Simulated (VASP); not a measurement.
# GaN (I-4m2) in VASP: notebook

The runs below take GaN through single point, with PBEsol.

Program: VASP 6.6.1. These are calculated values, not measurements. Logs are shortened: lines on timing, memory, paths and dates and some standing lists are left out, and cuts for length are marked.

## (1) The cell of the first run

Symmetry: I-4m2, No. 119, tetragonal system. The conventional cell has a = 3.213 Å, b = 3.213 Å, c = 4.449 Å, α = 90.00°, β = 90.00°, γ = 90.00°. Ga (site symmetry -4m2) has 4 N at 1.95 Å within 2.6 Å. N (site symmetry -4m2) has 4 Ga at 1.95 Å within 2.6 Å.

## (2) Single point, PBEsol

INCAR reads:

```
SYSTEM = GaN
PREC = Accurate
ENCUT = 600
EDIFF = 1E-6
ISMEAR = 0
SIGMA = 0.01
LREAL = .FALSE.
LASPH = .TRUE.
NELM = 120
ALGO = Normal
ISIF = 2
LWAVE = .FALSE.
LCHARG = .TRUE.
GGA = PS
LELF = .TRUE.
LVHAR = .TRUE.
NBANDS = 16
GGA_COMPAT = .FALSE.
```

KPOINTS reads:

```
Automatic mesh
0
G
  6 6 6
  0 0 0
```

POSCAR reads:

```
GaN
1.0
    0.0000000000      2.2716424560      2.2243796008
    2.2716424560      0.0000000000      2.2243796008
    2.2716424560      2.2716424560      0.0000000000
Ga N
1 1
Direct
    0.0000000000      0.0000000000      0.0000000000
    0.2500000000      0.2500000000      0.2500000000
```

Potentials or basis: VASP PAW PBE potentials, release 64 (Ga_d, N).

Started as:

```bash
$ cat potpaw_PBE.64/Ga_d/POTCAR potpaw_PBE.64/N/POTCAR > POTCAR
$ mpirun -np 1 vasp_std > vasp.out
```

OUTCAR:

```text
SYSTEM = GaN
   PREC = Accurate
   ENCUT = 600
   EDIFF = 1E-6
   ISMEAR = 0
   LREAL = .FALSE.
   LASPH = .TRUE.
   NELM = 120
   ISIF = 2
   GGA = PS

 ion  position               nearest neighbor table
   1  0.000  0.000  0.000-   2 1.95   2 1.95   2 1.95   2 1.95
   2  0.250  0.250  0.250-   1 1.95   1 1.95   1 1.95   1 1.95

  LATTYP: Found a body centered tetragonal cell.
 ALAT       =     3.2125875701
 C/A-ratio  =     1.3847900188

  Lattice vectors:

 A1 = (   0.0000000000,  -2.2716424560,  -2.2243796008)
 A2 = (   0.0000000000,   2.2716424560,  -2.2243796008)
 A3 = (   2.2716424560,   0.0000000000,   2.2243796008)

Analysis of symmetry for initial positions (statically):
=====================================================================
 Subroutine PRICEL returns:
 Original cell was already a primitive cell.

 Routine SETGRP: Setting up the symmetry group for a
 body centered tetragonal supercell.

 Subroutine GETGRP returns: Found  8 space group operations
 (whereof  8 operations were pure point group operations)
 out of a pool of 16 trial point group operations.

The static configuration has the point symmetry D_2d.

Analysis of symmetry for dynamics (positions and initial velocities):
=====================================================================
 Subroutine PRICEL returns:
 Original cell was already a primitive cell.

 Routine SETGRP: Setting up the symmetry group for a
 body centered tetragonal supercell.

 Subroutine GETGRP returns: Found  8 space group operations
 (whereof  8 operations were pure point group operations)
 out of a pool of 16 trial point group operations.

The dynamic configuration has the point symmetry D_2d.

 Subroutine INISYM returns: Found  8 space group operations
 (whereof  8 operations are pure point group operations),
 and found     1 'primitive' translations

----------------------------------------------------------------------------------------

                                     Primitive cell

  volume of cell :      22.9572

  direct lattice vectors                    reciprocal lattice vectors
     0.000000000  2.271642456  2.224379601    -0.220105060  0.220105060  0.224781777
     2.271642456  0.000000000  2.224379601     0.220105060 -0.220105060  0.224781777
     2.271642456  2.271642456  0.000000000     0.220105060  0.220105060 -0.224781777

  length of vectors
     3.179343337  3.179343337  3.212587570     0.383952240  0.383952240  0.383952240

  position of ions in fractional coordinates (direct lattice)
     0.000000000  0.000000000  0.000000000
[... 80 lines left out ...]
   EDIFFG = 0.1E-04   stopping-criterion for IOM
   NSW    =      0    number of steps for IOM
   IBRION =     -1    ionic relax: 0-MD 1-quasi-New 2-CG
   NFREE  =      0    steps in history (QN), initial steepest desc. (CG)
   ISIF   =      2    stress and relaxation
   ISYM   =      2    0-nonsym 1-usesym 2-fastsym
   POTIM  = 0.5000    time-step for ionic-motion
   TEBEG  =    0.0;   TEEND  =   0.0 temperature during run
   PSTRESS=    0.0 pullay stress
   NELECT =      18.0000    total number of electrons
   NUPDOWN=      -1.0000    fix difference up-down
   EMIN   =  10.00;   EMAX   =-10.00  energy-range for DOS
   EFERMI =   0.00;   METHOD = LEGACY
   ISMEAR =     0;   SIGMA  =   0.01  broadening in eV -4-tet -1-fermi 0-gaus
   EFERMI_NEDOS =   21; number of points for ismear=-14 and -15
   IALGO  =     38    algorithm
   IMIX   =      4    mixing-type and parameters
     AMIX     =   0.40;   BMIX     =  1.00
     AMIX_MAG =   1.60;   BMIX_MAG =  1.00
  volume/ion in A,a.u.               =      11.48        77.46
  Fermi-wavevector in a.u.,A,eV,Ry     =   1.509591  2.852714 31.005852  2.278866
  Thomas-Fermi vector in A             =   2.619893
   LORBIT       =      0    0 simple, 1 ext, 2 COOP (PROOUT), +10 PAW based schemes
   GGA     = PS    functional components
   LHFCALC =     F    Hartree Fock is set to
   AEXX    =    0.0000 exact exchange contribution
   IVDW    =     0    specifies the selected vdW correction
   LEPSILON=     F    determine dielectric tensor
   LRPA    =     F    only Hartree local field effects (RPA)
 non-spin polarized calculation
 Gauss-broadening in eV      SIGMA  =   0.01
  energy-cutoff  :      600.00
  volume of cell :       22.96
 maximum number of plane-waves:       785
 NGX is ok and might be reduce to    28
   NGX = 13   NGY = 13   NGZ = 13

 number of electron      18.0000007 magnetization

 Free energy of the ion-electron system (eV)
  ---------------------------------------------------
  ext. energy  EPLUGINS =         0.00000000
  ---------------------------------------------------
  free energy    TOTEN  =       -13.11572111 eV

  energy without entropy =      -13.11572111  energy(sigma->0) =      -13.11572111

 E-fermi :   5.2384     XC(G=0): -11.8852

 val. band max:        5.1845412142   @ k =   0.0000   0.0000   0.0000
 cond. band min:       6.7814933267   @ k =   0.0000   0.0000   0.0000
 fundamental gap:      1.5969521125
 Fermi energy:         5.2383649930

 k-point     1 :       0.0000    0.0000    0.0000
  band No.  band energies     occupation
      1     -10.7855      2.00000
      2      -8.2920      2.00000
      3      -8.2920      2.00000
      4      -8.2700      2.00000
      5      -7.9641      2.00000
      6      -7.9627      2.00000
[... 433 lines left out ...]
      3      -8.0359      2.00000
      4      -8.0248      2.00000
      5      -7.9051      2.00000
      6      -6.4627      2.00000
[... 8 lines left out ...]
     15      27.3203      0.00000
     16      27.5809      0.00000

 [... further k-points ...]

------------------------ aborting loop because EDIFF is reached ----------------------------------------

  FORCE on cell =-STRESS in cart. coord.  units (eV):
  Direction    XX          YY          ZZ          XY          YZ          ZX
  --------------------------------------------------------------------------------------
  -------------------------------------------------------------------------------------
  Total       -0.4207018     -0.4207018     -0.0612972      0.0000000      0.0000000      0.0000000
  in kB      -29.3606816    -29.3606816     -4.2779176      0.0000000      0.0000000      0.0000000
  external PRESSURE =     -20.9997603 kB  Pullay stress =       0.0000000 kB

 VOLUME and BASIS-vectors are now :
 -----------------------------------------------------------------------------
  energy-cutoff  :      600.00
  volume of cell :       22.96
      direct lattice vectors                 reciprocal lattice vectors
     0.000000000  2.271642456  2.224379601    -0.220105060  0.220105060  0.224781777
     2.271642456  0.000000000  2.224379601     0.220105060 -0.220105060  0.224781777
     2.271642456  2.271642456  0.000000000     0.220105060  0.220105060 -0.224781777

 POSITION                                       TOTAL-FORCE (eV/Angst)
 -----------------------------------------------------------------------------------
      0.00000      0.00000      0.00000         0.000000     -0.000000     -0.000000
      1.13582      1.13582      1.11219        -0.000000      0.000000      0.000000
 -----------------------------------------------------------------------------------
    total drift:                                0.000001      0.000001     -0.000001

  FREE ENERGIE OF THE ION-ELECTRON SYSTEM (eV)
  ---------------------------------------------------
  free  energy   TOTEN  =       -13.1157211118 eV

  energy  without entropy=      -13.1157211118  energy(sigma->0) =      -13.11572111
```

stdout:

```text
POSCAR found type information on POSCAR GaN
 POSCAR found :  2 types and       2 ions
 scaLAPACK will be used
 -----------------------------------------------------------------------------
|                                                                             |
|                                                                             |
|     You enforced a specific xc type in the INCAR file but a different       |
|     I HOPE YOU KNOW WHAT YOU ARE DOING!                                     |
|                                                                             |
 -----------------------------------------------------------------------------

 LDA part: xc-table for (Slater+PW92), standard interpolation
 POSCAR, INCAR and KPOINTS ok, starting setup
 FFT: planning ... GRIDC
 FFT: planning ... GRID_SOFT
 FFT: planning ... GRID
 WAVECAR not read
 entering main loop
```

Wall time 39 s (1 thread of Intel Xeon 8259CL, shared host); peak memory 0.16 GiB.

What came out:

```
Free energy            : -13.1157 eV
Pressure               : -2.1 GPa
Band gap on the k mesh : 1.60 eV
```

Stress tensor (GPa, compression positive):
```
-2.94  0.00  0.00
 0.00 -2.94  0.00
 0.00  0.00 -0.43
```

Levels at points of the mesh, in eV from the valence-band top:
| k point | band 6 | band 7 | band 8 | band 9 | band 10 | band 11 | band 12 | band 13 |
| --- | --- | --- | --- | --- | --- | --- | --- | --- |
| (0.00, 0.00, 0.00) | -13.15 | -0.09 | -0.09 | 0.00 | 1.60 | 10.08 | 10.14 | 10.14 |
| (0.50, 0.00, 0.00) | -11.89 | -7.16 | -1.12 | -0.96 | 4.46 | 8.55 | 10.03 | 10.35 |
| (0.50, 0.50, 0.00) | -11.39 | -6.08 | -2.89 | -2.89 | 3.07 | 6.25 | 11.68 | 13.71 |
| (0.50, 0.00, 0.50) | -11.50 | -6.31 | -2.74 | -2.73 | 3.20 | 6.59 | 11.39 | 13.58 |

Caveat: the PAW data sets were made with another functional, which shifts forces and pressure a little.

## (3) Single point, PBEsol

INCAR reads:

```
PREC = Accurate ; ENCUT = 600
EDIFF = 1E-6 ; ISMEAR = 0
SIGMA = 0.01 ; LREAL = False
LASPH = True ; NELM = 120
ALGO = Normal ; ISIF = 2
LWAVE = False ; LCHARG = True
GGA = PS ; LELF = True
LVHAR = True ; NBANDS = 16
GGA_COMPAT = False
```

KPOINTS reads:

```
Automatic mesh
0
Gamma
  6 6 6
```

POSCAR is that of step 2.

Potentials or basis: VASP PAW PBE potentials, release 64 (Ga_d, N).

Started as:

```bash
$ cat potpaw_PBE.64/Ga_d/POTCAR potpaw_PBE.64/N/POTCAR > POTCAR
$ mpirun -np 1 vasp_std > vasp.out
```

Wall time 36 s (1 thread of Intel Xeon 8259CL, shared host); peak memory 0.16 GiB.

The run converged. Its results:

| Item | Value |
| --- | --- |
| Free energy | -13.1157 eV |
| Pressure | -2.1 GPa |
| Band gap on the k mesh | 1.60 eV |

Stress tensor (GPa, compression positive):
```
-2.94  0.00  0.00
 0.00 -2.94  0.00
 0.00  0.00 -0.43
```

Levels at points of the mesh, in eV from the valence-band top:
```tsv
k point	band 6	band 7	band 8	band 9	band 10	band 11	band 12	band 13
(0.00, 0.00, 0.00)	-13.15	-0.09	-0.09	0.00	1.60	10.08	10.14	10.14
(0.50, 0.00, 0.00)	-11.89	-7.16	-1.12	-0.96	4.46	8.55	10.03	10.35
(0.50, 0.50, 0.00)	-11.39	-6.08	-2.89	-2.89	3.07	6.25	11.68	13.71
(0.50, 0.00, 0.50)	-11.50	-6.31	-2.74	-2.73	3.20	6.59	11.39	13.58
```

Caveat: the PAW data sets were made with another functional, which shifts forces and pressure a little.
